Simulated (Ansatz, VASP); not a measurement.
This is a calculation of MnO for VASP 6.6.1.

INCAR

```
SYSTEM = MnO
ALGO = Normal ; EDIFF = 1E-6
ENCUT = 600 ; GGA = PE
GGA_COMPAT = .False. ; ISIF = 2
ISMEAR = -1 ; ISPIN = 2
LASPH = .True. ; LCHARG = .False.
LMAXMIX = 4 ; LORBIT = 11
LREAL = .False. ; LWAVE = .False.
MAGMOM = 5 0 ; NBANDS = 22
NELM = 200 ; NUPDOWN = 5.0
PREC = Accurate ; SIGMA = 0.05
```

The input KPOINTS:

```
k-points
0
Gamma
  9 9 9
  0 0 0
```

POSCAR

```
MnO
1.0
    0.0000000000      2.2239077028      2.2239077028
    2.2239077028      0.0000000000      2.2239077028
    2.2239077028      2.2239077028      0.0000000000
Mn O
1 1
Direct
    0.0000000000      0.0000000000      0.0000000000
    0.5000000000      0.5000000000      0.5000000000
```

Potentials or basis: VASP PAW PBE potentials, release 64 (Mn_sv, O).

Launch:

```sh
$ cat potpaw_PBE.64/Mn_sv/POTCAR potpaw_PBE.64/O/POTCAR > POTCAR
$ mpirun -np 1 vasp_std > vasp.out
```

Problem. Translate it to Ansatz 0.2.0. Potentials there: Ansatz PAW.

Solution. As run (the cutoff follows the program's own potentials):

The input input.yaml:

```yaml
crystal:
  lattice:
    - [0.0, 2.2239077028, 2.2239077028]
    - [2.2239077028, 0.0, 2.2239077028]
    - [2.2239077028, 2.2239077028, 0.0]
  atoms:
    - { symbol: Mn, position: [0.0, 0.0, 0.0], spin: 5.0 }
    - { symbol: O, position: [0.5, 0.5, 0.5] }
hamiltonian:
  xc: pbe
  pseudopotentials: { kind: paw }
magnetization:
  spin_polarized: true
  initial_magnetization: 5.0
  spin_locking: { lock_magnetization: hard }
kpoints:
  mp_grid: { grid: [9, 9, 9] }
scf:
  occupations: { method: fermi_dirac, width: 0.05 }
  lower_state_search: "off"
output:
  forces: true
  stress: true
  eigenvalues: true
```

Potentials or basis: Ansatz PAW.

The run is started by

```sh
$ ansatz run input.yaml --threads 2 --pin off --max-ram 5632MiB --backend cpu --events-out ev --progress --plain --runs-dir out
```

Both were run:

|  | VASP | Ansatz | Ansatz less VASP |
| --- | --- | --- | --- |
| pressure (GPa) | 3.1 | 4.7 | +1.65 |
| net moment per atom (μB) | 2.50 | 2.50 | 0.000 |
| size of the moment on the site where the two differ most (μB) | 4.30 | 4.19 | -0.111 |

Site moments also hang on the region over which each program counts them. With one functional, cell and mesh, what is left measures potentials, basis and numerics.
